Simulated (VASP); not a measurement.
Runs of VASP 6.6.1 on SiSbTe3. The structure is that of space group Pm-3m (No. 221), or close to it. The cells are those of the table. 

```tsv
task	cell	k mesh	cutoff (eV)	gap on the mesh (eV)	pressure (GPa)	relaxed volume (Å³/atom)
single point	a = 5.201 Å, 5 atoms	4 × 4 × 4	520	none	17.7	-
relaxation of cell and atoms	relaxed from a = 5.201 Å, 5 atoms	4 × 4 × 4	600	none	0.0	(a)
single point	a = 5.702 Å, 5 atoms	8 × 8 × 8	520	none	0.0	-
relaxation of cell and atoms	relaxed from a = 5.726 Å, 5 atoms	8 × 8 × 8	600	none	0.0	37.06
single point	a = 5.726 Å, 5 atoms	4 × 4 × 4	520	none	-0.1	-
```

Alike in all rows: level PBE; potentials or basis VASP PAW PBE potentials, release 64 (Si, Sb, Te); no spin polarisation; smearing gaussian 0.1 eV.

Question: Estimate the missing entries.

Answer: (a) 37.48.

Caveats: spin-orbit coupling is left out, which moves the levels of the heavy elements; the volume moved by over 15 % at a fixed basis, so the end points are rough (some runs).

A k mesh can miss the band edges, and the runs leave out spin-orbit coupling on Sb, Te.

A gap of «none» marks levels without a gap at the run's occupations.
